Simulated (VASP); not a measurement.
Input of a VASP 6.6.1 run:

File POSCAR:

```
C
1.0
    0.0000000000     -1.8023675937     -1.8023675937
   -1.8023675937      0.0000000000     -1.8023675937
    1.8023675937      1.8023675937     -3.6047351873
C
4
Direct
    0.7374556964      0.7661712329      0.7499999949
    0.2625443036      0.2338287671      0.2500000051
    0.3624556964      0.3911712329      0.8749999949
    0.8875443036      0.8588287671      0.3750000051
```

The input INCAR.step1:

```
SYSTEM = C
PREC = Accurate
ENCUT = 910
ISMEAR = 0
SIGMA = 0.05
LREAL = .FALSE.
LASPH = .TRUE.
NELM = 120
NBANDS = 16
GGA = PE
ALGO = Normal
EDIFF = 1E-5
LWAVE = .TRUE.
LCHARG = .FALSE.
GGA_COMPAT = .FALSE.
```

Contents of INCAR.step2:

```
SYSTEM = C
PREC = Accurate
ENCUT = 910
EDIFF = 1E-6
ISMEAR = 0
SIGMA = 0.05
LREAL = .FALSE.
LASPH = .TRUE.
NELM = 120
ALGO = Normal
ISIF = 2
LWAVE = .FALSE.
LCHARG = .FALSE.
METAGGA = R2SCAN
LMIXTAU = .TRUE.
NBANDS = 16
ISTART = 1
GGA_COMPAT = .FALSE.
```

Contents of KPOINTS:

```
regular mesh
0
G
  12 12 10
  0 0 0
```

Potentials or basis: VASP PAW PBE potentials, release 64 (C_h).

Launch:

```sh
$ cat potpaw_PBE.64/C_h/POTCAR > POTCAR
$ cp INCAR.step1 INCAR
$ mpirun -np 1 vasp_std > vasp.out
$ cp INCAR.step2 INCAR
$ mpirun -np 1 vasp_std > vasp.out
```

(1) Predict the band gap on the k mesh.

(2) Predict the pressure.

## Answers

(1) 4.30 eV.

(2) -16.5 GPa.

Caveat: the cell differs from its parent crystal (atoms displaced along a vibrational mode, the cell strained); the cell stands under tension; the PAW data sets were made with another functional, which shifts forces and pressure a little.
